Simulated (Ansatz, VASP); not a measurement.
## Two plane-wave programs on Zr2P3

```xyz
5
Lattice="4.2600 0.0000 0.0000 -2.1300 3.6893 0.0000 0.0000 0.0000 5.1436" Properties=species:S:1:pos:R:3 pbc="T T T"
Zr    0.0000    2.4595    0.7098
Zr    2.1300    1.2298    4.4337
P     0.0000    0.0000    0.0000
P     0.0000    2.4595    3.2147
P     2.1300    1.2298    1.9288
```

Alike in both runs: task single point; functional PBE; k mesh 6 × 6 × 4; occupations gaussian, width 0.1 eV; no spin polarisation.

|  | VASP | Ansatz |
| --- | --- | --- |
| version | VASP 6.6.1 | Ansatz 0.2.0 |
| potentials or method | VASP PAW PBE potentials, release 64 (Zr_sv, P), cutoff 520 eV | scalar-relativistic, plane waves, PAW |
| valence electrons in the cell | 39 | 39 |

Ansatz gave:

```
gap on the k mesh at the Fermi level (eV) : none
rms of the force components (eV/Å)        : 0.588
```

Question: What did VASP give for the same quantities?

Answer: gap on the k mesh at the Fermi level (eV): none; rms of the force components (eV/Å): 0.592.

Atom by atom the forces differ by 0.005 eV/Å (rms over components). A gap of «none» marks a metal or a gap that the smearing closes.
